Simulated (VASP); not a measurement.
Set up this calculation in VASP 6.6.1, as the native input.

```
Task                   : relaxation of cell and atoms
Functional             : PBEsol
Potentials or basis    : VASP PAW PBE potentials, release 64 (Si, O)
Cutoff                 : 600 eV
k mesh                 : 8 × 8 × 8
Occupations            : gaussian, width 0.02 eV
Spin                   : no spin polarisation
Dipole correction      : no
Further INCAR settings : ALGO = Normal; EDIFF = 1e-06; IBRION = 2; EDIFFG = -0.01; NSW = 80; ISIF = 3
```

The structure of SiO2 lies in POSCAR:

```
SiO2
1.0
   -2.3740500000      2.3740500000      3.7440000000
    2.3740500000     -2.3740500000      3.7440000000
    2.3740500000      2.3740500000     -3.7440000000
Si O
2 4
Direct
    0.0000000000      0.0000000000      0.0000000000
    0.7500000000      0.2500000000      0.5000000000
    0.9983800000      0.6250000000      0.8733800000
    0.3750000000      0.2483800000      0.3733800000
    0.7516200000      0.1250000000      0.1266200000
    0.8750000000      0.0016200000      0.6266200000
```

One way to write it, as run:

INCAR

```
SYSTEM = SiO2
PREC = Accurate
ENCUT = 600
EDIFF = 1E-6
ISMEAR = 0
SIGMA = 0.02
LREAL = .FALSE.
LASPH = .TRUE.
NELM = 60
ALGO = Normal
ISIF = 3
LWAVE = .FALSE.
LCHARG = .FALSE.
GGA = PS
IBRION = 2
NSW = 80
EDIFFG = -0.01
```

KPOINTS

```
Automatic mesh
0
G
  8 8 8
  0 0 0
```

Potentials or basis: VASP PAW PBE potentials, release 64 (Si, O).

Run with:

```bash
$ cat potpaw_PBE.64/Si/POTCAR potpaw_PBE.64/O/POTCAR > POTCAR
$ mpirun -np 1 vasp_std > vasp.out
```

Results of the run:

```yaml
Relaxed_volume: 15.28 Å³/atom
Relaxed_cell: a = 5.096 Å, b = 5.096 Å, c = 5.096 Å, α = 121.28°, β = 121.28°, γ = 87.80°
Space_group_after_relaxing_to_0.05_Å: I-42d (No. 122)
Energy_gained_by_relaxing: 8.6 meV/atom
Ionic_steps: 10
Pressure_after_relaxing: -0.1 GPa
Largest_force_after_relaxing: 0.003 eV/Å
Band_gap_on_the_k_mesh: 5.79 eV, direct
```

Caveat: the PAW data sets were made with another functional, which shifts forces and pressure a little.

Run time: 9.5 min on 1 thread of Intel(R) Xeon(R) Platinum 8488C (Sapphire Rapids) (shared host), peak memory 0.28 GiB.
